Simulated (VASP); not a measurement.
The system is Nb2Te6Mo.

```xyz
9
Lattice="3.7238 0.0000 0.0000 -1.8619 3.2249 0.0000 0.0000 0.0000 21.4638" Properties=species:S:1:pos:R:3 pbc="T T T"
Nb    0.0000    0.0000   17.8865
Nb    0.0000    0.0000    3.5773
Te    1.8619    1.0750    1.7574
Te    1.8619    1.0750    8.9120
Te    1.8619    1.0750   16.0666
Te    0.0000    2.1499   19.7064
Te    0.0000    2.1499    5.3972
Te    0.0000    2.1499   12.5518
Mo    0.0000    0.0000   10.7319
```

| Property | Result |
| --- | --- |
| Program | VASP 6.6.1 |
| Task | relaxation of cell and atoms |
| Functional | PBE |
| Potentials or basis | VASP PAW PBE potentials, release 64 (Nb_sv, Te, Mo_sv) |
| Cutoff | 600 eV |
| k mesh | 6 × 6 × 1 |
| Occupations | gaussian, width 0.1 eV |
| Spin | no spin polarisation |

At the start: pressure -2.2 GPa; volume 28.64 Å³/atom.

**Question.** Where does the relaxation end?

**Answer.** Over 12 steps the energy falls by 15.9 meV/atom and the volume is 27.88 Å³/atom (-2.6 %); space group P-3m1 (No. 164, to 0.1 Å) before and after.

The path:
```tsv
step	energy change (eV)	largest force (eV/Å)	pressure (GPa)	volume (Å³)
1	0.0000	0.5813	-2.24	257.75
2	-0.0441	0.6387	2.60	243.06
3	-0.0845	0.3850	0.48	248.88
4	-0.1321	0.0995	0.22	247.89
5	-0.1375	0.0416	0.12	247.40
6	-0.1375	0.0431	0.11	247.37
7	-0.1383	0.0599	-0.03	248.06
8	-0.1388	0.0877	-0.24	249.12
9	-0.1390	0.0852	-0.24	249.20
10	-0.1398	0.0773	-0.22	249.45
11	-0.1411	0.0619	-0.18	249.95
12	-0.1429	0.0309	-0.11	250.95
```

Final structure:
```
Nb Te Mo
1.0
     3.63343    0.00000    0.00000
    -1.81671    3.14664    0.00000
     0.00000    0.00000   21.94917
Nb Te Mo
2 6 1
Cartesian
  0.0000 0.0000 18.2918
  1.8167 3.1466 3.6574
  1.8167 1.0489 1.7905
  1.8167 1.0489 9.1704
  1.8167 1.0489 16.4241
  0.0000 2.0978 20.1587
  0.0000 2.0978 5.5251
  0.0000 2.0978 12.7788
  -1.8167 3.1466 10.9746
```

Caveat: this functional lacks dispersion, which binds layers or chains, so the pressure and a relaxed spacing across them are unreliable.
